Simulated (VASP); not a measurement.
GdO, 2 atoms in the cell. Symmetry: F-43m, No. 216, cubic system. The conventional cell has a = 5.290 Å, b = 5.290 Å, c = 5.290 Å, α = 90.00°, β = 90.00°, γ = 90.00°. Gd (site symmetry -43m) has 4 O at 2.29 Å within 3.0 Å. O (site symmetry -43m) has 4 Gd at 2.29 Å within 3.0 Å. 

| Quantity | Value |
| --- | --- |
| Program | VASP 6.6.1 |
| Task | single point |
| Functional | LDA |
| Potentials or basis | VASP PAW PBE potentials, release 64 (Gd, O) |
| Cutoff | 520 eV |
| k mesh | 9 × 9 × 9 |
| Occupations | fermi-dirac, width 0.05 eV |
| Spin | collinear spin, ferromagnetic start |
| Starting moments | [7.0, 0.0] μB |
| Dipole correction | no |
| Further INCAR settings | ALGO = Normal; EDIFF = 1e-06; NBANDS = 23 |

Potentials or basis: VASP PAW PBE potentials, release 64 (Gd, O).

Run with:

```bash
$ cat potpaw_PBE.64/Gd/POTCAR potpaw_PBE.64/O/POTCAR > POTCAR
$ mpirun -np 1 vasp_std > vasp.out
```

Hardware: 1 thread of Intel Xeon 8259CL, on a shared host.

**Question.** Estimate the wall time of this run.

**Answer.** Run time: 2.2 min on 1 thread of Intel Xeon 8259CL, on a shared host, peak memory 0.19 GiB. Counts: scf iterations 16, k points 35.
